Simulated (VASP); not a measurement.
MgI2, 3 atoms in the cell. It takes space group P-3m1 (No. 164, trigonal). The conventional cell has a = 4.133 Å, b = 4.133 Å, c = 6.840 Å, α = 90.00°, β = 90.00°, γ = 120.00°. Within 3.8 Å of Mg (site symmetry -3m) lie 6 I at 2.92 Å. Within 3.8 Å of I (site symmetry 3m) lie 3 Mg at 2.92 Å. 

```yaml
Program: VASP 6.6.1
Task: single point
Functional: PBE
Dispersion: D4
Potentials_or_basis: VASP PAW PBE potentials, release 64 (Mg, I)
Cutoff: 520 eV
k_mesh: 6 × 6 × 4
Occupations: fermi-dirac, width 0.02 eV
Spin: no spin polarisation
Dipole_correction: no
Further_INCAR_settings: ALGO = Normal; EDIFF = 1e-06; NBANDS = 15
```

Potentials or basis: VASP PAW PBE potentials, release 64 (Mg, I).

Run with:

```console
$ cat potpaw_PBE.64/Mg/POTCAR potpaw_PBE.64/I/POTCAR > POTCAR
$ mpirun -np 1 vasp_std > vasp.out
```

Hardware: 1 thread of AMD EPYC 9R45 96-Core Processor (Zen 5) (shared host).

Question: How long does it take, and how much memory?

Answer: Run time: 20 s on 1 thread of AMD EPYC 9R45 96-Core Processor (Zen 5) (shared host), peak memory 0.2 GiB. Counts: scf iterations 12, k points 24.
